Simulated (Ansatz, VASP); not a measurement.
## One calculation of TaAs, two programs

```
CELL_PARAMETERS angstrom
0.00000 2.59968 2.59968
2.59968 0.00000 2.59968
2.59968 2.59968 0.00000
ATOMIC_POSITIONS crystal
Ta 0.50000 0.50000 0.50000
As 0.00000 0.00000 0.00000
```

Alike in both runs: task single point; functional PBEsol; k mesh 10 × 10 × 10; occupations gaussian, width 0.05 eV; no spin polarisation.

```csv
,VASP,Ansatz
version,VASP 6.6.1,Ansatz 0.2.0
potentials or method,"VASP PAW PBE potentials, release 64 (Ta_pv, As), cutoff 520 eV","scalar-relativistic, plane waves, PAW"
valence electrons in the cell,16,28
```

Ansatz gave:

```
gap on the k mesh at the Fermi level (eV) : none
pressure (GPa)                            : 0.4
```

**Question.** Which values does VASP return?

**Answer.** gap on the k mesh at the Fermi level (eV): none; pressure (GPa): 1.1.

VASP's potentials were made for PBE, not for PBEsol. A gap of «none» marks a metal or a gap that the smearing closes. The functional is the same, so the differences come from potentials, cutoffs and numerics. VASP's potentials hold 16 valence electrons a cell and Ansatz's 28, so a difference there can come from the potentials and not from the codes.

Neither program's run includes spin-orbit coupling.
